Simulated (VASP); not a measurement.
**MgTe: single point with HSE06**

Crystal: MgTe.

```
Mg Te
1.0
     4.76074    0.00000    0.00000
    -2.38037    4.12292    0.00000
     0.00000    0.00000    7.75329
Mg Te
2 2
Direct
  0.33333 0.66667 0.99939
  0.66667 0.33333 0.49939
  0.33333 0.66667 0.37561
  0.66667 0.33333 0.87561
```

This cell differs from its parent crystal: strain +4.0%.

- Program: VASP 6.6.1
- Task: single point
- Functional: HSE06
- Potentials or basis: VASP PAW PBE potentials, release 64 (Mg, Te)
- Cutoff: 520 eV
- k mesh: 6 × 6 × 2
- Occupations: gaussian, width 0.01 eV
- Spin: no spin polarisation

The pressure is -3.6 GPa and the band gap on the k mesh is 2.67 eV.

Forces in eV/Å, atoms in the order of the input:
```
Mg   0.000  0.000 -0.003
Mg   0.000  0.000 -0.003
Te   0.000  0.000  0.003
Te   0.000  0.000  0.003
```

Levels at points of the mesh, in eV from the valence-band top:
```
           k point  band 4  band 5  band 6  band 7  band 8  band 9  band 10  band 11  band 12  band 13
(0.00, 0.00, 0.00)   -0.45   -0.45    0.00    0.00    0.00    2.67     3.48     6.02     6.02     6.35
(0.50, 0.00, 0.00)   -2.50   -1.79   -1.12   -0.87   -0.41    3.93     4.38     4.98     6.29     7.05
(0.00, 0.00, 0.50)   -1.88   -0.24   -0.24   -0.24   -0.24    3.83     3.83     6.29     6.29     6.29
(0.50, 0.00, 0.50)   -3.00   -0.81   -0.81   -0.80   -0.80    3.87     3.87     5.04     5.04     7.73
```

Wall time 37 min on 1 thread of Intel(R) Xeon(R) Platinum 8259CL CPU @ 2.50GHz (Skylake/Cascade Lake), on a shared host, peak memory 0.39 GiB.

Caveat: the cell differs from its parent crystal (strain +4.0%); the cell stands under tension; the PAW data sets were made with another functional, which shifts forces and pressure a little; spin-orbit coupling is left out, which moves the levels of the heavy elements.
